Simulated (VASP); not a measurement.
# TePt (mix) (R-3m) in VASP: notebook, part 2 of 2

VASP 6.6.1.

**3. Single point, PBEsol+D3(BJ)**

Contents of INCAR:

```
PREC = Accurate
ENCUT = 520
EDIFF = 1E-7
ISMEAR = 0
SIGMA = 0.1
LREAL = False
LASPH = True
NELM = 100
ALGO = Normal
ISIF = 2
LWAVE = False
LCHARG = True
GGA = PS
IVDW = 12
LELF = True
LVHAR = True
NBANDS = 24
```

Contents of KPOINTS:

```
regular mesh
0
Gamma
  6 6 6
```

Contents of POSCAR:

```
TePt
1.0
    1.9815661262      1.1440577364      6.6610334788
   -1.9815661262      1.1440577364      6.6610334788
    0.0000000000     -2.2881154728      6.6610334788
Te Pt
2 2
Direct
    0.5980000000      0.5980000000      0.5980000000
    0.4020000000      0.4020000000      0.4020000000
    0.8703333333      0.8703333333      0.8703333333
    0.1296666667      0.1296666667      0.1296666667
```

Potentials or basis: VASP PAW PBE potentials, release 64 (Te, Pt).

Launch:

```
cat potpaw_PBE.64/Te/POTCAR potpaw_PBE.64/Pt/POTCAR > POTCAR
mpirun -np 1 vasp_std > vasp.out
```

OUTCAR:

```text
PREC = Accurate
   ENCUT = 520
   EDIFF = 1E-7
   ISMEAR = 0
   LREAL = False
   LASPH = True
   NELM = 100
   ISIF = 2
   GGA = PS
   IVDW = 12
 IVDW          = 12

 ion  position               nearest neighbor table
   1  0.598  0.598  0.598-   3 2.59   3 2.59   3 2.59   4 3.54   4 3.54   4 3.54   2 3.57   2 3.57
                             2 3.57
   2  0.402  0.402  0.402-   4 2.59   4 2.59   4 2.59   3 3.54   3 3.54   3 3.54   1 3.57   1 3.57
                             1 3.57
   3  0.870  0.870  0.870-   1 2.59   1 2.59   1 2.59   4 2.72   4 2.72   4 2.72   2 3.54   2 3.54
                             2 3.54
   4  0.130  0.130  0.130-   2 2.59   2 2.59   2 2.59   3 2.72   3 2.72   3 2.72   1 3.54   1 3.54
                             1 3.54

  LATTYP: Found a trigonal (rhomboedric) cell.
 ALAT       =     7.0430703122
 COS(alpha) =     0.8416846276

  Lattice vectors:

 A1 = (   1.9815661262,   1.1440577364,   6.6610334788)
 A2 = (  -1.9815661262,   1.1440577364,   6.6610334788)
 A3 = (   0.0000000000,  -2.2881154728,   6.6610334788)

Analysis of symmetry for initial positions (statically):
=====================================================================
 Subroutine PRICEL returns:
 Original cell was already a primitive cell.

 Routine SETGRP: Setting up the symmetry group for a
 trigonal (rhombohedral) supercell.

 Subroutine GETGRP returns: Found 12 space group operations
 (whereof 12 operations were pure point group operations)
 out of a pool of 12 trial point group operations.

The static configuration has the point symmetry D_3d.

Analysis of symmetry for dynamics (positions and initial velocities):
=====================================================================
 Subroutine PRICEL returns:
 Original cell was already a primitive cell.

 Routine SETGRP: Setting up the symmetry group for a
 trigonal (rhombohedral) supercell.

 Subroutine GETGRP returns: Found 12 space group operations
 (whereof 12 operations were pure point group operations)
 out of a pool of 12 trial point group operations.

The dynamic configuration has the point symmetry D_3d.

[... 125 lines left out ...]
  Thomas-Fermi vector in A             =   2.293813
   LORBIT       =      0    0 simple, 1 ext, 2 COOP (PROOUT), +10 PAW based schemes
   GGA     = PS    functional components
   LHFCALC =     F    Hartree Fock is set to
   AEXX    =    0.0000 exact exchange contribution
   IVDW    =    12    specifies the selected vdW correction
   LEPSILON=     F    determine dielectric tensor
   LRPA    =     F    only Hartree local field effects (RPA)
 non-spin polarized calculation
 Gauss-broadening in eV      SIGMA  =   0.10
  energy-cutoff  :      520.00
  volume of cell :       90.60
 maximum number of plane-waves:      2472
 NGX is ok and might be reduce to    54
   NGX = 27   NGY = 27   NGZ = 27

 number of electron      32.0000000 magnetization

 Free energy of the ion-electron system (eV)
  ---------------------------------------------------
  ext. energy  EPLUGINS =         0.00000000
  ---------------------------------------------------
  free energy    TOTEN  =       -22.35380396 eV

  energy without entropy =      -22.33833228  energy(sigma->0) =      -22.34606812

 E-fermi :   8.2921     XC(G=0): -11.0415

 val. band max:        8.2405332840   @ k =   0.5000   0.1667   0.1667
 cond. band min:       8.2944198687   @ k =   0.3333   0.1667   0.0000
 fundamental gap:      0.0538865846
 Fermi energy:         8.2920794031

 k-point     1 :       0.0000    0.0000    0.0000
  band No.  band energies     occupation
      1      -5.0699      2.00000
      2      -3.5179      2.00000
      3       1.4567      2.00000
      4       2.7779      2.00000
      5       2.7779      2.00000
      6       3.4579      2.00000
[... 637 lines left out ...]
     23      15.4295      0.00000
     24      17.2075      0.00000

 [... further k-points ...]

------------------------ aborting loop because EDIFF is reached ----------------------------------------

 Edisp (eV)   -2.19851

 E8    (eV) :    -1.4955

  FORCE on cell =-STRESS in cart. coord.  units (eV):
  Direction    XX          YY          ZZ          XY          YZ          ZX
  --------------------------------------------------------------------------------------
  -------------------------------------------------------------------------------------
  Total      -2.39378    -2.39378    -2.60850     0.00000     0.00000     0.00000
  in kB     -42.32966   -42.32966   -46.12675     0.00000     0.00000     0.00000
  external pressure =      -43.60 kB  Pullay stress =        0.00 kB

 VOLUME and BASIS-vectors are now :
 -----------------------------------------------------------------------------
  energy-cutoff  :      520.00
  volume of cell :       90.60
      direct lattice vectors                 reciprocal lattice vectors
     1.981566126  1.144057736  6.661033479     0.252325670  0.145680293  0.050042285
    -1.981566126  1.144057736  6.661033479    -0.252325670  0.145680293  0.050042285
     0.000000000 -2.288115473  6.661033479     0.000000000 -0.291360587  0.050042285

 POSITION                                       TOTAL-FORCE (eV/Angst)
 -----------------------------------------------------------------------------------
      0.00000      0.00000     11.94989         0.000000      0.000000      0.027551
      0.00000      0.00000      8.03321         0.000000      0.000000     -0.027551
      0.00000      0.00000     17.39196         0.000000      0.000000     -0.222739
      0.00000      0.00000      2.59114         0.000000     -0.000000      0.222739
 -----------------------------------------------------------------------------------
    total drift:                                0.000000     -0.000000      0.000000

  FREE ENERGIE OF THE ION-ELECTRON SYSTEM (eV)
  ---------------------------------------------------
  free  energy   TOTEN  =       -24.5523148882 eV

  energy  without entropy=      -24.5368432080  energy(sigma->0) =      -24.54457905
```

OSZICAR:

```text
N       E                     dE             d eps       ncg     rms          rms(c)
DAV:   1     0.163351545652E+03    0.16335E+03   -0.13920E+04  1536   0.118E+03
DAV:   2    -0.162185687195E+02   -0.17957E+03   -0.16555E+03  1864   0.226E+02
DAV:   3    -0.230345750444E+02   -0.68160E+01   -0.67284E+01  1864   0.440E+01
DAV:   4    -0.231198647068E+02   -0.85290E-01   -0.85258E-01  1872   0.541E+00
DAV:   5    -0.231216295160E+02   -0.17648E-02   -0.17648E-02  1920   0.725E-01    0.165E+01
DAV:   6    -0.225215389180E+02    0.60009E+00   -0.18118E+00  1664   0.106E+01    0.933E+00
DAV:   7    -0.224017612031E+02    0.11978E+00   -0.32055E-01  1584   0.520E+00    0.323E+00
DAV:   8    -0.223548369727E+02    0.46924E-01   -0.12566E-01  1688   0.290E+00    0.109E+00
DAV:   9    -0.223544280441E+02    0.40893E-03   -0.11820E-02  1824   0.632E-01    0.390E-01
DAV:  10    -0.223538473366E+02    0.58071E-03   -0.28266E-03  1736   0.350E-01    0.120E-01
DAV:  11    -0.223538065798E+02    0.40757E-04   -0.14758E-04  1840   0.663E-02    0.543E-02
DAV:  12    -0.223538054350E+02    0.11449E-05   -0.12608E-05  1856   0.238E-02    0.403E-02
DAV:  13    -0.223538042841E+02    0.11509E-05   -0.34638E-06  1784   0.139E-02    0.112E-02
DAV:  14    -0.223538039662E+02    0.31786E-06   -0.90700E-07  1832   0.559E-03    0.149E-03
DAV:  15    -0.223538039629E+02    0.32796E-08   -0.89934E-08  1040   0.202E-03
   1 F= -.24552315E+02 E0= -.24544579E+02  d E =-.154717E-01
```

It took 2.3 min on 1 thread of AMD EPYC 9R45 (Zen 5), shared host; peak memory 0.35 GiB.

What came out:

- Free energy: -24.5523 eV
- Pressure: -4.4 GPa
- Largest force: 0.223 eV/Å
- Band gap on the k mesh: zero (band 16 reaches 9.55 eV, above the bottom of band 17 at 7.13 eV)
- Dispersion energy per atom: -0.550 eV

Forces on the atoms (eV/Å):
```
Te   0.000  0.000  0.028
Te   0.000  0.000 -0.028
Pt   0.000  0.000 -0.223
Pt   0.000  0.000  0.223
```

Levels at points of the mesh, in eV from the Fermi level:
```csv
k point,band 12,band 13,band 14,band 15,band 16,band 17,band 18,band 19,band 20,band 21
"(0.00, 0.00, 0.00)",-1.98,-1.74,0.69,0.69,0.87,1.25,2.87,2.87,4.55,6.01
"(0.50, 0.00, 0.00)",-2.55,-2.51,-1.98,-1.87,-1.06,0.31,1.35,1.96,3.76,4.79
"(0.50, 0.50, 0.00)",-2.51,-2.50,-1.83,-1.74,-1.33,-1.16,2.54,3.81,4.74,5.47
"(0.50, 0.50, 0.50)",-1.96,-1.69,-1.62,1.25,1.25,1.96,1.96,3.51,4.51,4.73
```

Caveat: the PAW data sets were made with another functional, which shifts forces and pressure a little; spin-orbit coupling is left out, which moves the levels of the heavy elements; pairwise dispersion overbinds metals, which lowers pressure and volume.
